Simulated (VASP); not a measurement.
A run of VASP 6.6.1 is set up as follows.

INCAR

```
  PREC = Accurate
  ENCUT = 520
  EDIFF = 1E-8
  ISMEAR = -1
  SIGMA = 0.05
  LREAL = F
  LASPH = T
  NELM = 150
  ALGO = Normal
  ISIF = 2
  LWAVE = F
  LCHARG = F
  ISPIN = 2
  MAGMOM = 3
  LORBIT = 11
  LMAXMIX = 4
  GGA = PE
  LEFG = T
  NBANDS = 14
```

KPOINTS

```
Automatic mesh
0
Gamma
  16 16 16
```

File POSCAR:

```
Fe
1.0
    0.0000000000      1.9223222937      1.9651051623
    1.4834553128      0.0000000000      1.9651051623
    1.4834553128      1.9223222937      0.0000000000
Fe
1
Direct
    0.0000000000      0.0000000000      0.0000000000
```

Potentials or basis: VASP PAW PBE potentials, release 64 (Fe).

Command:

```sh
$ cat potpaw_PBE.64/Fe/POTCAR > POTCAR
$ mpirun -np 1 vasp_std > vasp.out
```

(1) Predict the site moments.

(2) Estimate the net moment.

(3) Estimate the pressure.

Results:

(1) Fe +2.18 μB.

(2) 2.19 μB per cell.

(3) 3.3 GPa.

Caveat: the cell differs from its parent crystal (equal xx and yy strain of -1 %); the stress differs along the axes, from -2 to 8 GPa; without QUAD_EFG the Cq values of the log hold for a quadrupole moment of 1 mb, not for the nuclei.
